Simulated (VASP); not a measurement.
Runs of VASP 6.6.1 on Zn. The structure is that of space group P6_3/mmc (No. 194), or close to it. The cells are those of the table. 

```csv
cell,further INCAR settings,gap on the mesh (eV),pressure (GPa)
"a = 2.573, b = 2.573, c = 5.042 Å, angles 90.0, 90.0, 120.0°, 2 atoms",ALGO = Fast; EDIFF = 1e-07; NBANDS = 19,none,0.4
"a = 2.592, b = 2.592, c = 4.944 Å, angles 90.0, 90.0, 120.0°, 2 atoms",ALGO = Fast; EDIFF = 1e-06; NBANDS = 19,none,0.4
"a = 2.588, b = 2.588, c = 4.993 Å, angles 90.0, 90.0, 120.0°, 2 atoms",ALGO = Fast; EDIFF = 1e-07; NBANDS = 19,none,(a)
"a = 2.584, b = 2.584, c = 5.042 Å, angles 90.0, 90.0, 120.0°, 2 atoms",ALGO = Fast; EDIFF = 1e-06; NBANDS = 19,none,-0.1
"a = 2.580, b = 2.580, c = 4.993 Å, angles 90.0, 90.0, 120.0°, 2 atoms",ALGO = Fast; EDIFF = 1e-06; NBANDS = 19,none,0.9
```

Alike in all rows: task single point; level PBEsol; potentials or basis VASP PAW PBE potentials, release 64 (Zn); no spin polarisation; k mesh 24 × 24 × 12; cutoff (eV) 520; smearing gaussian 0.1 eV.

Question: Fill in the values left out.

Answer: (a) -0.3.

Caveats: the PAW data sets were made with another functional, which shifts forces and pressure a little.

A gap of «none» marks levels without a gap at the run's occupations.
